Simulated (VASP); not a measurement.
Input of a VASP 6.6.1 run:

File INCAR:

```
SYSTEM = Hf11Si13
PREC = Accurate ; ENCUT = 400
EDIFF = 1E-6 ; ISMEAR = -1
SIGMA = 0.1034 ; LREAL = Auto
LASPH = .True. ; NELM = 120
ALGO = Normal ; ISIF = 2
LWAVE = .False. ; LCHARG = .False.
GGA = PE ; ISYM = -1
NBANDS = 99 ; GGA_COMPAT = .False.
```

File KPOINTS:

```
explicit points
1
Reciprocal
  0.25000000   0.25000000   0.25000000 1
```

The input POSCAR:

```
Hf11Si13
1.0
    7.7410930000     -0.0769270000      0.2103670000
   -0.0769270000      7.9026600000      0.0117030000
    0.2103670000      0.0117030000      7.8669780000
Si Hf
13 11
Direct
    0.6070400511      0.0533316290      0.7440860602
    0.9791399625      0.3291350452      0.1920827027
    0.7585035180      0.9327772946      0.5193185487
    0.1385001182      0.5336235485      0.6477763316
    0.6907590955      1.0221741686      0.1483473803
    0.8424730608      0.5990071679      0.7400614682
    0.6896424140      0.3618731258      0.6497347511
    0.2561917901      0.1937987478      0.2657825756
    0.0692894393      0.3687537251      0.9176207514
    0.5752354827      0.5901611541      0.1934712136
    0.9187063654      0.1486394081      0.6243373213
    0.0098690676      0.0754271126      0.9466266653
    0.5152535547      0.5284541562      0.4852933562
    0.4601082118      0.8641729916      0.4481253156
    0.3022844741      0.2411258219      0.6802913935
    0.9105312835      0.7112461740      0.0620995192
    0.0271450500      0.9692757091      0.3187910458
    0.2343805656      0.5464981885      0.3067435037
    0.1053662659      0.8505642098      0.6977486478
    0.8481321863      0.6211816190      0.4246032324
    0.3427866937     -0.0019201327      0.0039056246
    0.6004236399      0.2459416596      0.3317503144
    0.4494946917      0.6536899735      0.7557611088
    0.6177985484      0.3554365308      0.9699508374
```

Potentials or basis: VASP PAW PBE potentials, release 64 (Si, Hf_pv).

Launch:

```console
$ cat potpaw_PBE.64/Si/POTCAR potpaw_PBE.64/Hf_pv/POTCAR > POTCAR
$ mpirun -np 1 vasp_std > vasp.out
```

Question: What does it give for the largest force?

Answer: 3.483 eV/Å.

Question: Estimate the pressure.

Answer: -2.0 GPa.

Forces in eV/Å, atoms in the order of the input:
```
Si  -1.462  0.226  0.858
Si  -1.088  0.311  1.945
Si   0.883 -0.954  0.120
Si  -0.371 -0.624 -0.693
Si   0.926 -2.503 -2.230
Si   0.062  0.554  2.834
Si   0.020 -0.628 -0.496
Si   1.459  1.467  0.806
Si   0.076  0.953 -1.068
Si   0.067  0.976 -0.197
Si   1.097  0.650  0.347
Si  -0.301 -0.665 -0.094
Si  -0.456 -0.630 -1.471
Hf  -1.841  0.267 -1.224
Hf   0.186 -0.131 -1.030
Hf  -0.435 -0.068 -0.699
Hf  -0.388 -0.139 -0.667
Hf  -0.385  0.304 -0.156
Hf  -0.409  0.574 -0.509
Hf   0.456 -0.603 -1.168
Hf   1.406 -1.018 -0.136
Hf   0.179  1.431  1.824
Hf   0.218  0.940  3.347
Hf   0.102 -0.687 -0.242
```

Caveat: the atoms stand as in a frame of molecular dynamics.
